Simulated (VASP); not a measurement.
## GaN: single point with r2SCAN

Crystal: GaN.

```
CELL_PARAMETERS angstrom
3.18000 0.00000 0.00000
-1.59000 2.75396 0.00000
0.00000 0.00000 5.16600
ATOMIC_POSITIONS crystal
Ga 0.35438 0.68207 0.00000
Ga 0.64562 0.31793 0.50000
N 0.31631 0.65420 0.37500
N 0.68369 0.34580 0.87500
```

This cell differs from its parent crystal: mode 4 (140.5 1/cm) frozen in, largest displacement -0.060 Å.

```json
{"Program": "VASP 6.6.1", "Task": "single point", "Functional": "r2SCAN", "Potentials or basis": "VASP PAW PBE potentials, release 64 (Ga_d, N)", "Cutoff": "520 eV", "k mesh": "12 × 12 × 6", "Occupations": "gaussian, width 0.05 eV", "Spin": "no spin polarisation"}
```

| Item | Value |
| --- | --- |
| Pressure | 2.1 GPa |
| Largest force | 0.317 eV/Å |
| Band gap on the k mesh | 2.32 eV, direct |

Forces on the atoms (eV/Å):
```
Ga  -0.202 -0.217 -0.112
Ga   0.202  0.217 -0.112
N    0.037  0.030  0.112
N   -0.037 -0.030  0.112
```

Stress tensor (GPa, compression positive):
```
 1.33 -0.18  0.00
-0.18  1.56  0.00
 0.00  0.00  3.38
```

Levels at points of the mesh, in eV from the valence-band top:
```tsv
k point	band 16	band 17	band 18	band 19	band 20	band 21
(0.00, 0.00, 0.00)	-0.09	-0.09	0.00	2.32	4.80	9.82
(0.50, 0.00, 0.00)	-2.92	-2.39	-1.07	5.40	6.12	6.92
(0.00, 0.50, 0.00)	-2.88	-2.28	-1.06	5.64	6.05	6.25
(0.50, 0.50, 0.00)	-2.89	-2.30	-1.07	5.58	6.08	6.41
(0.00, 0.00, 0.50)	-0.63	-0.57	-0.57	4.74	4.74	9.17
(0.50, 0.00, 0.50)	-2.08	-1.92	-1.92	4.73	4.73	8.52
(0.00, 0.50, 0.50)	-2.13	-1.99	-1.99	4.94	4.94	8.33
(0.50, 0.50, 0.50)	-2.14	-1.95	-1.95	4.88	4.88	8.39
```

It took 14 min on 1 thread of Intel Xeon 6975P-C, on a shared host, peak memory 0.39 GiB.

Caveat: the cell differs from its parent crystal (mode 4 (140.5 1/cm) frozen in, largest displacement -0.060 Å); the PAW data sets were made with another functional, which shifts forces and pressure a little.
